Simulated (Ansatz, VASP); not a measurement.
**SiC: VASP beside Ansatz**

```
Si C
1.0
     3.05932    0.00000    0.00000
    -1.52966    2.64945    0.00000
     0.00000    0.00000   15.01030
Si C
6 6
Direct
  0.00000 0.00000 0.12504
  0.00000 0.00000 0.62504
  0.33333 0.66667 0.29182
  0.66667 0.33333 0.79182
  0.33333 0.66667 0.95831
  0.66667 0.33333 0.45831
  0.00000 0.00000 0.99968
  0.00000 0.00000 0.49968
  0.33333 0.66667 0.16683
  0.66667 0.33333 0.66683
  0.33333 0.66667 0.83332
  0.66667 0.33333 0.33332
```

Alike in both runs: functional LDA; k mesh 8 × 8 × 2; no spin polarisation.

Ansatz relaxed the structure, and its values are those at the end. VASP's run is a single point on that final structure, the one shown.

```csv
,VASP,Ansatz
version,VASP 6.6.1,Ansatz 0.2.0
potentials or method,"VASP PAW LDA potentials, release 64 (Si, C)","scalar-relativistic, plane waves, PAW"
plane-wave cutoff (eV),520,420
occupations,"gaussian, width 0.01 eV",fixed
valence electrons in the cell,48,48
```

|  | VASP | Ansatz | Ansatz less VASP |
| --- | --- | --- | --- |
| pressure (GPa) | 0.4 | 0.0 | -0.41 |

LDA's correlation is that of Perdew and Zunger in VASP and of Perdew and Wang (1992) in Ansatz.
